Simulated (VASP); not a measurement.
# Nb3N5 (Cmcm) in VASP: further runs, part 3 of 3

VASP 6.6.1. The steps go on from the part before.

## 4. Relaxation of shape and atoms at fixed volume, PBEsol (11.14 Å³/atom)

This run uses another cell than the first one, of 11.14 Å³/atom.

Contents of INCAR:

```
PREC     = Accurate       # precision mode
ENCUT    = 600            # plane-wave cutoff, eV
EDIFF    = 1E-7           # SCF threshold, eV
ISMEAR   = 0              # smearing method
SIGMA    = 0.02           # smearing width, eV
LREAL    = False          # projectors in reciprocal space
LASPH    = True           # aspherical terms in the spheres
NELM     = 120            # most SCF steps
ALGO     = Normal         # electronic algorithm
ISIF     = 4              # what is computed and relaxed
LWAVE    = False          # write WAVECAR
LCHARG   = False          # write CHGCAR
GGA      = PS             # functional
IBRION   = 2              # ionic algorithm
NSW      = 50             # ionic steps
EDIFFG   = -0.01          # ionic threshold
GGA_COMPAT= False        
NELMIN   = 4            
KPAR     = 4
```

Contents of KPOINTS:

```
Automatic mesh
0
Gamma
  8 8 4
```

Contents of POSCAR:

```
Nb3N5
1.0
    1.8667774100     -4.8934458796      0.0000000000
    1.8667774100      4.8934458796      0.0000000000
    0.0000000000      0.0000000000      9.7572334074
Nb N
6 10
Direct
    0.8672675418      0.1327324582      0.4409389786
    0.8672675418      0.1327324582      0.0590610214
    0.7950618626      0.2049381374      0.7500000000
    0.2049381374      0.7950618626      0.2500000000
    0.1327324582      0.8672675418      0.5590610214
    0.1327324582      0.8672675418      0.9409389786
    0.6880499479      0.3119500521      0.9291601908
    0.9532893366      0.0467106634      0.6242938518
    0.9532893366      0.0467106634      0.8757061482
    0.6880499479      0.3119500521      0.5708398092
    0.7668940593      0.2331059407      0.2500000000
    0.0467106634      0.9532893366      0.3757061482
    0.3119500521      0.6880499479      0.0708398092
    0.3119500521      0.6880499479      0.4291601908
    0.2331059407      0.7668940593      0.7500000000
    0.0467106634      0.9532893366      0.1242938518
```

Potentials or basis: VASP PAW PBE potentials, release 64 (Nb_sv, N).

Run with:

```sh
cat potpaw_PBE.64/Nb_sv/POTCAR potpaw_PBE.64/N/POTCAR > POTCAR
mpirun -np 4 vasp_std > vasp.out
```

OUTCAR:

```text
PREC = Accurate
   ENCUT = 600
   EDIFF = 1E-7
   ISMEAR = 0
   LREAL = False
   LASPH = True
   NELM = 120
   ISIF = 4
   GGA = PS
   IBRION = 2
   NSW = 50
   EDIFFG = -0.01
   NELMIN = 4

 ion  position               nearest neighbor table
   1  0.867  0.133  0.441-  12 1.87  14 1.95  14 1.95   8 1.98  11 2.11  10 2.16   5 2.84
   2  0.867  0.133  0.059-  16 1.87  13 1.95  13 1.95   9 1.98  11 2.11   7 2.16   6 2.84
   3  0.795  0.205  0.750-  15 1.96  15 1.96   9 1.98   8 1.98  10 2.04   7 2.04
   4  0.205  0.795  0.250-  11 1.96  11 1.96  16 1.98  12 1.98  13 2.04  14 2.04
   5  0.133  0.867  0.559-   8 1.87  10 1.95  10 1.95  12 1.98  15 2.11  14 2.16   1 2.84
   6  0.133  0.867  0.941-   9 1.87   7 1.95   7 1.95  16 1.98  15 2.11  13 2.16   2 2.84
   7  0.688  0.312  0.929-   6 1.95   6 1.95   3 2.04   2 2.16
   8  0.953  0.047  0.624-   5 1.87   3 1.98   1 1.98
   9  0.953  0.047  0.876-   6 1.87   3 1.98   2 1.98
  10  0.688  0.312  0.571-   5 1.95   5 1.95   3 2.04   1 2.16
  11  0.767  0.233  0.250-   4 1.96   4 1.96   2 2.11   1 2.11
  12  0.047  0.953  0.376-   1 1.87   4 1.98   5 1.98
  13  0.312  0.688  0.071-   2 1.95   2 1.95   4 2.04   6 2.16
  14  0.312  0.688  0.429-   1 1.95   1 1.95   4 2.04   5 2.16
  15  0.233  0.767  0.750-   3 1.96   3 1.96   6 2.11   5 2.11
  16  0.047  0.953  0.124-   2 1.87   4 1.98   6 1.98

  LATTYP: Found a base centered orthorhombic cell.
 ALAT       =     3.7335548200
 B/A-ratio  =     2.6213333488
 C/A-ratio  =     2.6133896187

  Lattice vectors:

 A1 = (   1.8667774100,  -4.8934458796,   0.0000000000)
 A2 = (   1.8667774100,   4.8934458796,   0.0000000000)
 A3 = (   0.0000000000,   0.0000000000,   9.7572334074)

Analysis of symmetry for initial positions (statically):
=====================================================================
 Subroutine PRICEL returns:
 Original cell was already a primitive cell.

 Routine SETGRP: Setting up the symmetry group for a
 base centered orthorhombic supercell.

 Subroutine GETGRP returns: Found  8 space group operations
[... 192 lines left out ...]
  ---------------------------------------------------
  ext. energy  EPLUGINS =         0.00000000
  ---------------------------------------------------
  free energy    TOTEN  =      -164.78024121 eV

  energy without entropy =     -164.78024121  energy(sigma->0) =     -164.78024121

------------------------ aborting loop because EDIFF is reached ----------------------------------------

  FORCE on cell =-STRESS in cart. coord.  units (eV):
  Direction    XX          YY          ZZ          XY          YZ          ZX
  --------------------------------------------------------------------------------------
  -------------------------------------------------------------------------------------
  Total       43.0087996     44.1420505     43.5598630      0.0000000     -0.0000000      0.0000000
  in kB      386.5484069    396.7336790    391.5011764      0.0000000     -0.0000000      0.0000000
  external PRESSURE =     391.5944207 kB  Pullay stress =       0.0000000 kB
[... 131 lines left out ...]
  FREE ENERGIE OF THE ION-ELECTRON SYSTEM (eV)
  ---------------------------------------------------
  free  energy   TOTEN  =      -164.7854473232 eV

  energy  without entropy=     -164.7854473232  energy(sigma->0) =     -164.78544732

[... ionic steps 4 to 13 ...]

--------------------------------------- Ionic step       14  -------------------------------------------

 number of electron     127.9999998 magnetization

------------------------ aborting loop because EDIFF is reached ----------------------------------------
[... 95 lines left out ...]
--------------------------------------- Ionic step       16  -------------------------------------------

 number of electron     127.9999998 magnetization

 Free energy of the ion-electron system (eV)
  ---------------------------------------------------
  ext. energy  EPLUGINS =         0.00000000
  ---------------------------------------------------
  free energy    TOTEN  =      -164.79328198 eV

  energy without entropy =     -164.79328198  energy(sigma->0) =     -164.79328198

 E-fermi :   8.6632     XC(G=0): -12.0926

 val. band max:        8.4211902955   @ k =   0.1250   0.1250   0.0000
 cond. band min:       9.0040063635   @ k =   0.5000   0.5000   0.0000
 fundamental gap:      0.5828160680
 Fermi energy:         8.6632018842

 k-point     1 :       0.0000    0.0000    0.0000
  band No.  band energies     occupation
      1     -46.5496      2.00000
      2     -46.5328      2.00000
      3     -46.3431      2.00000
      4     -46.3260      2.00000
      5     -46.2306      2.00000
      6     -46.2300      2.00000
[... 1885 lines left out ...]
     75      12.0745      0.00000
     76      12.2300      0.00000

 [... further k-points ...]

------------------------ aborting loop because EDIFF is reached ----------------------------------------

  FORCE on cell =-STRESS in cart. coord.  units (eV):
  Direction    XX          YY          ZZ          XY          YZ          ZX
  --------------------------------------------------------------------------------------
  -------------------------------------------------------------------------------------
  Total       42.7781714     42.7420349     42.7492382      0.0000000     -0.0000000      0.0000000
  in kB      384.4755992    384.1508164    384.2155576      0.0000000     -0.0000000      0.0000000
  external PRESSURE =     384.2806577 kB  Pullay stress =       0.0000000 kB
[... 31 lines left out ...]
  FREE ENERGIE OF THE ION-ELECTRON SYSTEM (eV)
  ---------------------------------------------------
  free  energy   TOTEN  =      -164.7932819809 eV

  energy  without entropy=     -164.7932819809  energy(sigma->0) =     -164.79328198

 reached required accuracy - stopping structural energy minimisation
```

CONTCAR:

```text
Nb3N5
   1.00000000000000
     1.8755807537660043   -4.8794420934457632   -0.0000000000000000
     1.8755807537660043    4.8794420934457632    0.0000000000000000
     0.0000000000000000    0.0000000000000000    9.7393076419031157
  Nb              N
     6    10
Direct
     0.8669055158052845    0.1330944841947156    0.4412493416782602
     0.8669055158052845    0.1330944841947156    0.0587506583217398
     0.7933549380230814    0.2066450619769186    0.7500000000000000
     0.2066450619769186    0.7933549380230814    0.2500000000000000
     0.1330944841947156    0.8669055158052845    0.5587506583217400
     0.1330944841947156    0.8669055158052845    0.9412493416782600
[... 8 lines left out ...]
     0.2328008635776296    0.7671991364223705    0.7500000000000000
     0.0467557179831163    0.9532442820168839    0.1257458480722264

  0.00000000E+00  0.00000000E+00  0.00000000E+00
  0.00000000E+00  0.00000000E+00  0.00000000E+00
  0.00000000E+00  0.00000000E+00  0.00000000E+00
  0.00000000E+00  0.00000000E+00  0.00000000E+00
  0.00000000E+00  0.00000000E+00  0.00000000E+00
  0.00000000E+00  0.00000000E+00  0.00000000E+00
[... 8 lines left out ...]
  0.00000000E+00  0.00000000E+00  0.00000000E+00
  0.00000000E+00  0.00000000E+00  0.00000000E+00
```

It took 35 min on 4 MPI ranks of Intel Xeon 6975P-C (Granite Rapids), shared host; peak memory 0.93 GiB.

What came out:

* Free energy: -164.7933 eV
* Energy gained by relaxing: 0.8 meV/atom
* Ionic steps: 16
* Pressure after relaxing: 38.4 GPa
* Largest force after relaxing: 0.009 eV/Å
* Band gap on the k mesh: 0.58 eV (least direct gap 0.95 eV)

Forces in eV/Å, atoms in the order of the input:
```
Nb   0.000  0.000  0.001
Nb   0.000  0.000 -0.001
Nb   0.000 -0.002  0.000
Nb   0.000  0.002  0.000
Nb   0.000  0.000 -0.001
Nb   0.000  0.000  0.001
N    0.000  0.000  0.000
N    0.000 -0.002 -0.001
N    0.000 -0.002  0.001
N    0.000  0.000  0.000
N    0.000  0.009  0.000
N    0.000  0.002  0.001
N    0.000  0.000  0.000
N    0.000  0.000  0.000
N    0.000 -0.009  0.000
N    0.000  0.002 -0.001
```

Step by step:
| step | energy change (eV) | largest force (eV/Å) | pressure (GPa) | volume (Å³) |
| --- | --- | --- | --- | --- |
| 1 | 0.0000 | 0.2766 | 39.16 | 178.26 |
| 2 | 0.0085 | 0.5809 | 38.47 | 178.26 |
| 3 | -0.0052 | 0.1133 | 38.88 | 178.26 |
| 4 | -0.0084 | 0.2263 | 38.64 | 178.26 |
| 5 | -0.0087 | 0.1605 | 38.69 | 178.26 |
| 6 | -0.0107 | 0.0838 | 38.57 | 178.26 |
| 7 | -0.0107 | 0.0784 | 38.57 | 178.26 |
| 8 | -0.0119 | 0.0318 | 38.51 | 178.26 |
| 9 | -0.0119 | 0.0333 | 38.50 | 178.26 |
| 10 | -0.0126 | 0.0264 | 38.46 | 178.26 |
| 11 | -0.0127 | 0.0291 | 38.45 | 178.26 |
| 12 | -0.0130 | 0.0231 | 38.44 | 178.26 |
| 13 | -0.0130 | 0.0237 | 38.44 | 178.26 |
| 14 | -0.0129 | 0.0632 | 38.40 | 178.26 |
| 15 | -0.0130 | 0.0127 | 38.43 | 178.26 |
| 16 | -0.0130 | 0.0089 | 38.43 | 178.26 |

Final structure:
```yaml
crystal:
  lattice:
    - [1.87558, -4.87944, 0.00000]
    - [1.87558, 4.87944, 0.00000]
    - [0.00000, 0.00000, 9.73931]
  atoms:
    - { symbol: Nb, position: [0.86691, 0.13309, 0.44125] }
    - { symbol: Nb, position: [0.86691, 0.13309, 0.05875] }
    - { symbol: Nb, position: [0.79336, 0.20665, 0.75000] }
    - { symbol: Nb, position: [0.20665, 0.79336, 0.25000] }
    - { symbol: Nb, position: [0.13309, 0.86691, 0.55875] }
    - { symbol: Nb, position: [0.13309, 0.86691, 0.94125] }
    - { symbol: N, position: [0.68619, 0.31381, 0.93017] }
    - { symbol: N, position: [0.95324, 0.04676, 0.62575] }
    - { symbol: N, position: [0.95324, 0.04676, 0.87425] }
    - { symbol: N, position: [0.68619, 0.31381, 0.56983] }
    - { symbol: N, position: [0.76720, 0.23280, 0.25000] }
    - { symbol: N, position: [0.04676, 0.95324, 0.37425] }
    - { symbol: N, position: [0.31381, 0.68619, 0.06983] }
    - { symbol: N, position: [0.31381, 0.68619, 0.43017] }
    - { symbol: N, position: [0.23280, 0.76720, 0.75000] }
    - { symbol: N, position: [0.04676, 0.95324, 0.12575] }
```

Levels at points of the mesh, in eV from the valence-band top:
| k point | band 62 | band 63 | band 64 | band 65 | band 66 | band 67 |
| --- | --- | --- | --- | --- | --- | --- |
| (0.00, 0.00, 0.00) | -0.79 | -0.14 | -0.11 | 0.88 | 1.20 | 1.58 |
| (0.50, 0.00, 0.00) | -1.21 | -0.58 | -0.56 | 1.22 | 1.44 | 2.39 |
| (0.50, 0.50, 0.00) | -1.05 | -0.59 | -0.43 | 0.58 | 1.60 | 1.94 |
| (0.00, 0.00, 0.50) | -1.02 | -0.50 | -0.50 | 1.09 | 1.09 | 2.22 |
| (0.50, 0.00, 0.50) | -0.87 | -0.62 | -0.62 | 1.55 | 1.55 | 2.56 |
| (0.50, 0.50, 0.50) | -1.24 | -0.77 | -0.77 | 1.17 | 1.17 | 2.43 |

Caveat: semilocal functionals underestimate gaps, and a narrow one can read as zero; the PAW data sets were made with another functional, which shifts forces and pressure a little.

## 5. The runs side by side

| task | cell | gap on the mesh (eV) | pressure (GPa) | largest force (eV/Å) |
| --- | --- | --- | --- | --- |
| single point | a = 5.577, b = 5.577, c = 10.474 Å, angles 90.0, 90.0, 138.8°, 16 atoms, atomic positions A | 0.79 | -12.1 | 0.01 |
| single point | a = 5.416, b = 5.416, c = 10.115 Å, angles 90.0, 90.0, 138.5°, 16 atoms, atomic positions B | 0.70 | 7.1 | - |
| relaxation of shape and atoms at fixed volume | relaxed from a = 5.237, b = 5.237, c = 9.757 Å, angles 90.0, 90.0, 138.2°, 16 atoms, atomic positions C | 0.58 | 38.4 | 0.01 |

Alike in all rows: level PBEsol; potentials or basis VASP PAW PBE potentials, release 64 (Nb_sv, N); no spin polarisation; k mesh 8 × 8 × 4; cutoff (eV) 600; smearing gaussian 0.02 eV.

Caveats: semilocal functionals underestimate gaps, and a narrow one can read as zero; the PAW data sets were made with another functional, which shifts forces and pressure a little; the cell stands under tension (at least some runs); the cell stands under pressure (at least some runs).

Total energies depend on the potentials used, so only differences within one code and one set of settings carry meaning.
